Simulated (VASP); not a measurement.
# ReOF3 in VASP: single point with PBE

Aim: the single point of ReOF3 with PBE.

All numbers are computed with VASP 6.6.1; they aren't measurements. Logs are shortened: lines on timing, memory, paths and dates and some standing lists are left out, and cuts for length are marked.

## 1. The cell of the first run

The cell holds a molecule in a box, 5 atoms: a = 12.480 Å, b = 12.550 Å, c = 9.920 Å, α = 90.00°, β = 90.00°, γ = 90.00°.

## 2. Single point, PBE

File INCAR:

```
PREC = Accurate ; ENCUT = 1010
EDIFF = 1E-6 ; ISMEAR = 0
SIGMA = 0.01 ; LREAL = False
LASPH = True ; NELM = 120
ALGO = Normal ; ISIF = 2
LWAVE = False ; LCHARG = True
GGA = PE ; LELF = True
LVHAR = True ; NBANDS = 29
GGA_COMPAT = False ; NELMDL = -8
```

File KPOINTS:

```
regular mesh
0
Gamma
  1 1 1
```

File POSCAR:

```
ReOF3
1.0
   12.4800000000      0.0000000000      0.0000000000
    0.0000000000     12.5500000000      0.0000000000
    0.0000000000      0.0000000000      9.9200000000
Re O F
1 1 3
Direct
    0.5077724400      0.4998207200      0.5015403200
    0.6390825300      0.4998207200      0.5461068500
    0.4973036900      0.6410757000      0.4536290300
    0.3605769200      0.4998207200      0.5440453600
    0.4973036900      0.3585657400      0.4536290300
```

Potentials or basis: VASP PAW PBE potentials, release 64 (Re_sv_GW, O_h, F_h).

Launch:

```console
$ cat potpaw_PBE.64/Re_sv_GW/POTCAR potpaw_PBE.64/O_h/POTCAR potpaw_PBE.64/F_h/POTCAR > POTCAR
$ mpirun -np 1 vasp_gam > vasp.out
```

OUTCAR:

```text
PREC = Accurate
   ENCUT = 1010
   EDIFF = 1E-6
   ISMEAR = 0
   LREAL = False
   LASPH = True
   NELM = 120
   ISIF = 2
   GGA = PE
   NELMDL = -8

 ion  position               nearest neighbor table
   1  0.508  0.500  0.502-   2 1.70   3 1.84   5 1.84   4 1.88
   2  0.639  0.500  0.546-   1 1.70
   3  0.497  0.641  0.454-   1 1.84
   4  0.361  0.500  0.544-   1 1.88
   5  0.497  0.359  0.454-   1 1.84

  LATTYP: Found a simple orthorhombic cell.
 ALAT       =     9.9200000000
 B/A-ratio  =     1.2580645161
 C/A-ratio  =     1.2651209677

  Lattice vectors:

 A1 = (   0.0000000000,   0.0000000000,   9.9200000000)
 A2 = (  12.4800000000,   0.0000000000,   0.0000000000)
 A3 = (   0.0000000000,  12.5500000000,   0.0000000000)

Analysis of symmetry for initial positions (statically):
=====================================================================
 Subroutine PRICEL returns:
 Original cell was already a primitive cell.

 Routine SETGRP: Setting up the symmetry group for a
 simple orthorhombic supercell.

 Subroutine GETGRP returns: Found  2 space group operations
 (whereof  1 operations were pure point group operations)
 out of a pool of  8 trial point group operations.

The static configuration has the point symmetry C_1 .
 The point group associated with its full space group is C_1h.

Analysis of symmetry for dynamics (positions and initial velocities):
=====================================================================
 Subroutine PRICEL returns:
 Original cell was already a primitive cell.

 Routine SETGRP: Setting up the symmetry group for a
 simple orthorhombic supercell.

 Subroutine GETGRP returns: Found  2 space group operations
 (whereof  1 operations were pure point group operations)
 out of a pool of  8 trial point group operations.

The dynamic configuration has the point symmetry C_1 .
 The point group associated with its full space group is C_1h.

 Subroutine INISYM returns: Found  2 space group operations
 (whereof  1 operations are pure point group operations),
 and found     1 'primitive' translations

----------------------------------------------------------------------------------------

                                     Primitive cell

  volume of cell :    1553.7101

  direct lattice vectors                    reciprocal lattice vectors
    12.480000000  0.000000000  0.000000000     0.080128205  0.000000000  0.000000000
     0.000000000 12.550000000  0.000000000     0.000000000  0.079681275  0.000000000
     0.000000000  0.000000000  9.920000000     0.000000000  0.000000000  0.100806452

  length of vectors
    12.480000000 12.550000000  9.920000000     0.080128205  0.079681275  0.100806452

  position of ions in fractional coordinates (direct lattice)
     0.507772440  0.499820720  0.501540320
     0.639082530  0.499820720  0.546106850
     0.497303690  0.641075700  0.453629030
     0.360576920  0.499820720  0.544045360
     0.497303690  0.358565740  0.453629030

  ion indices of the primitive-cell ions
   primitive index   ion index
                 1           1
                 2           2
                 3           3
                 4           4
                 5           5

----------------------------------------------------------------------------------------

 KPOINTS: regular mesh

Automatic generation of k-mesh.
 Grid dimensions read from file:
 generate k-points for:    1    1    1

 Generating k-lattice:

  Cartesian coordinates                     Fractional coordinates (reciprocal lattice)
     0.080128205  0.000000000  0.000000000     1.000000000  0.000000000  0.000000000
     0.000000000  0.079681275  0.000000000     0.000000000  1.000000000  0.000000000
     0.000000000  0.000000000  0.100806452     0.000000000  0.000000000  1.000000000

  Length of vectors
     0.080128205  0.079681275  0.100806452

  Shift w.r.t. Gamma in fractional coordinates (k-lattice)
     0.000000000  0.000000000  0.000000000

 Subroutine IBZKPT returns following result:
 ===========================================

 Found      1 irreducible k-points:

 Following reciprocal coordinates:
            Coordinates               Weight
  0.000000  0.000000  0.000000      1.000000
   k-points           NKPTS =      1   k-points in BZ     NKDIM =      1   number of bands    NBANDS=     29
   number of dos      NEDOS =    301   number of ions     NIONS =      5
   total plane-waves  NPLWV = ******
   dimension x,y,z NGX =   140 NGY =  140 NGZ =  108
   dimension x,y,z NGXF=   280 NGYF=  280 NGZF=  216
   ions per type =               1   1   3
   NGX,Y,Z   is equivalent  to a cutoff of  18.65, 18.55, 18.10 a.u.
   NGXF,Y,Z  is equivalent  to a cutoff of  37.30, 37.09, 36.20 a.u.
 SYSTEM =  unknown system
   PREC   = accura    normal or accurate (medium, high low for compatibility)
   ISTART =      0    job   : 0-new  1-cont  2-samecut
   ICHARG =      2    charge: 1-file 2-atom 10-const
   ISPIN  =      1    spin polarized calculation?
   LNONCOLLINEAR =      F non collinear calculations
   LSORBIT =      F    spin-orbit coupling
   LASPH  =      T    aspherical Exc in radial PAW
   ENCUT  = 1010.0 eV  74.23 Ry    8.62 a.u.  32.34 32.52 25.71*2*pi/ulx,y,z
   NELM   =    120;   NELMIN=  2; NELMDL= -8     # of ELM steps
   EDIFF  = 0.1E-05   stopping-criterion for ELM
   LREAL  =      F    real-space projection
   EDIFFG = 0.1E-04   stopping-criterion for IOM
   NSW    =      0    number of steps for IOM
   IBRION =     -1    ionic relax: 0-MD 1-quasi-New 2-CG
   NFREE  =      0    steps in history (QN), initial steepest desc. (CG)
   ISIF   =      2    stress and relaxation
   ISYM   =      2    0-nonsym 1-usesym 2-fastsym
   POTIM  = 0.5000    time-step for ionic-motion
   TEBEG  =    0.0;   TEEND  =   0.0 temperature during run
   PSTRESS=    0.0 pullay stress
   NELECT =      42.0000    total number of electrons
   NUPDOWN=      -1.0000    fix difference up-down
   EMIN   =  10.00;   EMAX   =-10.00  energy-range for DOS
   EFERMI =   0.00;   METHOD = LEGACY
   ISMEAR =     0;   SIGMA  =   0.01  broadening in eV -4-tet -1-fermi 0-gaus
   EFERMI_NEDOS =   21; number of points for ismear=-14 and -15
   IALGO  =     38    algorithm
   IMIX   =      4    mixing-type and parameters
     AMIX     =   0.40;   BMIX     =  1.00
     AMIX_MAG =   1.60;   BMIX_MAG =  1.00
  volume/ion in A,a.u.               =     310.74      2096.99
  Fermi-wavevector in a.u.,A,eV,Ry     =   0.491324  0.928468  3.284436  0.241399
  Thomas-Fermi vector in A             =   1.494644
   LORBIT       =      0    0 simple, 1 ext, 2 COOP (PROOUT), +10 PAW based schemes
   GGA     = PE    functional components
   LHFCALC =     F    Hartree Fock is set to
   AEXX    =    0.0000 exact exchange contribution
   IVDW    =     0    specifies the selected vdW correction
   LEPSILON=     F    determine dielectric tensor
   LRPA    =     F    only Hartree local field effects (RPA)
 non-spin polarized calculation
 Gauss-broadening in eV      SIGMA  =   0.01
  energy-cutoff  :     1010.00
  volume of cell :     1553.71
 maximum number of plane-waves:     56614
 NGX is ok and might be reduce to   140
   NGX = 65   NGY = 65   NGZ = 51

 number of electron      42.0000000 magnetization

 Free energy of the ion-electron system (eV)
  ---------------------------------------------------
  ext. energy  EPLUGINS =         0.00000000
  ---------------------------------------------------
  free energy    TOTEN  =       -32.80151704 eV

  energy without entropy =      -32.80151704  energy(sigma->0) =      -32.80151704

 E-fermi :  -5.8819     XC(G=0):  -0.8612

 val. band max:       -6.1429714547   @ k =   0.0000   0.0000   0.0000
 cond. band min:      -5.3477961402   @ k =   0.0000   0.0000   0.0000
 fundamental gap:      0.7951753145
 Fermi energy:        -5.8818906711

 k-point     1 :       0.0000    0.0000    0.0000
  band No.  band energies     occupation
      1     -88.1652      2.00000
      2     -50.4422      2.00000
      3     -50.3409      2.00000
      4     -49.2984      2.00000
      5     -30.5085      2.00000
      6     -29.8719      2.00000
      7     -29.3873      2.00000
      8     -24.3815      2.00000
      9     -13.6827      2.00000
     10     -12.8916      2.00000
     11     -12.4154      2.00000
     12     -12.3923      2.00000
     13     -11.6922      2.00000
     14     -11.2774      2.00000
     15     -11.2556      2.00000
     16     -10.7473      2.00000
     17     -10.0650      2.00000
     18     -10.0193      2.00000
     19      -9.4799      2.00000
     20      -9.4667      2.00000
     21      -6.1430      2.00000
     22      -5.3478      0.00000
     23      -4.1029      0.00000
     24      -4.0136      0.00000
     25      -1.1331      0.00000
     26      -0.3078      0.00000
     27       0.4051      0.00000
     28       0.6093      0.00000
     29       0.6697      0.00000

------------------------ aborting loop because EDIFF is reached ----------------------------------------

  FORCE on cell =-STRESS in cart. coord.  units (eV):
  Direction    XX          YY          ZZ          XY          YZ          ZX
  --------------------------------------------------------------------------------------
  -------------------------------------------------------------------------------------
  Total       -1.0921266     -1.0945400     -0.1662229      0.0000000      0.0000000     -0.1052247
  in kB       -1.1261950     -1.1286836     -0.1714081      0.0000000      0.0000000     -0.1085071
  external PRESSURE =      -0.8087622 kB  Pullay stress =       0.0000000 kB

 VOLUME and BASIS-vectors are now :
 -----------------------------------------------------------------------------
  energy-cutoff  :     1010.00
  volume of cell :     1553.71
      direct lattice vectors                 reciprocal lattice vectors
    12.480000000  0.000000000  0.000000000     0.080128205  0.000000000  0.000000000
     0.000000000 12.550000000  0.000000000     0.000000000  0.079681275  0.000000000
     0.000000000  0.000000000  9.920000000     0.000000000  0.000000000  0.100806452

 POSITION                                       TOTAL-FORCE (eV/Angst)
 -----------------------------------------------------------------------------------
      6.33700      6.27275      4.97528         0.337261      0.000000      0.012934
      7.97575      6.27275      5.41738        -0.450962      0.000000     -0.092277
      6.20635      8.04550      4.50000        -0.025879     -0.292713      0.056118
      4.50000      6.27275      5.39693         0.165459      0.000000     -0.032893
      6.20635      4.50000      4.50000        -0.025879      0.292713      0.056118
 -----------------------------------------------------------------------------------
    total drift:                                0.001042      0.000007      0.000309

  FREE ENERGIE OF THE ION-ELECTRON SYSTEM (eV)
  ---------------------------------------------------
  free  energy   TOTEN  =       -32.8015170373 eV

  energy  without entropy=      -32.8015170373  energy(sigma->0) =      -32.80151704
```

It took 7.4 min on 1 thread of AMD EPYC 9R45 (Zen 5), shared host; peak memory 2.9 GiB.

Results:

```yaml
Free_energy: -32.8015 eV
Largest_force: 0.460 eV/Å
Gap_between_the_frontier_levels: 0.80 eV
```

Forces on the atoms (eV/Å):
```
Re   0.337  0.000  0.013
O   -0.451  0.000 -0.092
F   -0.026 -0.293  0.056
F    0.165  0.000 -0.033
F   -0.026  0.293  0.056
```

Levels at points of the mesh, in eV from the valence-band top:
| k point | band 17 | band 18 | band 19 | band 20 | band 21 | band 22 | band 23 | band 24 | band 25 | band 26 |
| --- | --- | --- | --- | --- | --- | --- | --- | --- | --- | --- |
| (0.00, 0.00, 0.00) | -3.92 | -3.88 | -3.34 | -3.32 | 0.00 | 0.80 | 2.04 | 2.13 | 5.01 | 5.84 |

Caveat: spin-orbit coupling is left out, which moves the levels of the heavy elements.
